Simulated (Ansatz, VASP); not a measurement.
This is a calculation of VWC2 for VASP 6.6.1.

INCAR

```
SYSTEM = VWC2
PREC     = Accurate       ! precision mode
ENCUT    = 520            ! plane-wave cutoff, eV
EDIFF    = 1E-6           ! SCF threshold, eV
ISMEAR   = -1             ! smearing method
SIGMA    = 0.05           ! smearing width, eV
LREAL    = .False.        ! projectors in reciprocal space
LASPH    = .True.         ! aspherical terms in the spheres
NELM     = 150            ! most SCF steps
ALGO     = Normal         ! electronic algorithm
ISIF     = 2              ! what is computed and relaxed
LWAVE    = .False.        ! write WAVECAR
LCHARG   = .True.         ! write CHGCAR
ISPIN    = 2              ! spin polarisation
MAGMOM   = 0 2 0 0        ! initial moments
LORBIT   = 11             ! projections on sites
LMAXMIX  = 4              ! l up to which the mixer works
GGA      = CA             ! functional
LELF     = .True.         ! ELF
LVHAR    = .True.       
NBANDS   = 30             ! bands
```

KPOINTS

```
Automatic mesh
0
Gamma
  10 10 10
  0 0 0
```

POSCAR

```
VWC2
1.0
    1.4860724039      0.8579843024      4.8331732337
   -1.4860724039      0.8579843024      4.8331732337
    0.0000000000     -1.7159686048      4.8331732337
W V C
1 1 2
Direct
    0.0000000000      0.0000000000      0.0000000000
    0.5000000000      0.5000000000      0.5000000000
    0.2464940000      0.2464940000      0.2464940000
    0.7535060000      0.7535060000      0.7535060000
```

Potentials or basis: VASP PAW LDA potentials, release 64 (W_sv, V_sv, C).

The run is started by

```sh
$ cat potpaw_LDA.64/W_sv/POTCAR potpaw_LDA.64/V_sv/POTCAR potpaw_LDA.64/C/POTCAR > POTCAR
$ mpirun -np 1 vasp_std > vasp.out
```

Problem. Translate it to Ansatz 0.2.0. Potentials there: all-electron LAPW, scalar-relativistic.

Solution. As run (the cutoff follows the program's own potentials):

input.yaml

```yaml
crystal:
  lattice:
    - [1.4860724039, 0.8579843024, 4.8331732337]
    - [-1.4860724039, 0.8579843024, 4.8331732337]
    - [0.0, -1.7159686048, 4.8331732337]
  atoms:
    - { symbol: W, position: [0.0, 0.0, 0.0] }
    - { symbol: V, position: [0.5, 0.5, 0.5], spin: 2.0 }
    - { symbol: C, position: [0.246494, 0.246494, 0.246494] }
    - { symbol: C, position: [0.753506, 0.753506, 0.753506] }
kpoints:
  mp_grid: { grid: [10, 10, 10] }
scf:
  occupations: { method: fermi_dirac, width: 0.05 }
hamiltonian:
  xc: lda
  pseudopotentials: { kind: all_electron, lapw: { basis_error: 0.002 } }
magnetization:
  spin_polarized: true
output:
  forces: true
  stress: true
  eigenvalues: true
```

Potentials or basis: all-electron LAPW, scalar-relativistic.

The run is started by

```sh
$ ansatz run input.yaml --threads 4 --pin off --max-ram 12288MiB --backend cpu --events-out ev --progress --plain --runs-dir out
```

Both were run:

|  | VASP | Ansatz | Ansatz less VASP |
| --- | --- | --- | --- |
| gap on the k mesh at the Fermi level (eV) | none | none | - |
| pressure (GPa) | 6.7 | 4.8 | -1.90 |
| traceless stress, the component that is largest in VASP (GPa) | -0.71 | -0.65 | +0.063 |
| rms of the force components (eV/Å) | 0.090 | 0.061 | -0.0288 |
| net moment per atom (μB) | 0.00 | 0.00 | 0.000 |

LDA's correlation is that of Perdew and Zunger in VASP and of Perdew and Wang (1992) in Ansatz. Atom by atom the forces differ by 0.029 eV/Å (rms over components). A gap of «none» marks a metal or a gap that the smearing closes. Ansatz ran all-electron here, and VASP with PAW potentials.

Spin-orbit coupling is off throughout.
